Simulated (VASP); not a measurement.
**Sb: single point with LDA**

Sb:

```
Sb
1.0
     0.00000    2.11264    2.98728
     2.11264    0.00000    2.98728
     2.11264    2.11264    0.00000
Sb
1
Cartesian
  0.0000 0.0000 0.0000
```

This cell differs from its parent crystal: ratio of the length along z to the lengths across it x 1.414, volume and fractional coordinates fixed.

| Item | Value |
| --- | --- |
| Program | VASP 6.6.1 |
| Task | single point |
| Functional | LDA |
| Potentials or basis | VASP PAW LDA potentials, release 64 (Sb) |
| Cutoff | 520 eV |
| k mesh | 20 × 20 × 20 |
| Occupations | gaussian, width 0.15 eV |
| Spin | no spin polarisation |
| Dipole correction | no |
| Further INCAR settings | ALGO = Normal; EDIFF = 1e-06; NBANDS = 8 |

The pressure is 1.2 GPa.

Stress tensor (GPa, compression positive):
```
 2.86  0.00  0.00
 0.00  2.86  0.00
 0.00  0.00 -2.26
```

Levels at points of the mesh, in eV from the Fermi level:
```
           k point  band 1  band 2  band 3  band 4  band 5  band 6  band 7  band 8
(0.00, 0.00, 0.00)  -13.17    2.72    5.77    5.77    7.54    9.08   11.52   11.53
(0.50, 0.00, 0.00)   -9.14   -5.92    0.52    4.79    6.98   11.31   11.64   11.79
(0.50, 0.50, 0.00)  -10.68   -5.97    3.55    3.55    6.94    7.85   16.66   16.66
(0.50, 0.00, 0.50)   -5.86   -4.08   -1.91    1.11    3.18    4.64   13.19   13.36
```

Run time: 67 s on 1 thread of Intel(R) Xeon(R) Platinum 8488C (Sapphire Rapids), with other jobs on the host, peak memory 0.24 GiB.

Caveat: spin-orbit coupling is left out, which moves the levels of the heavy elements.
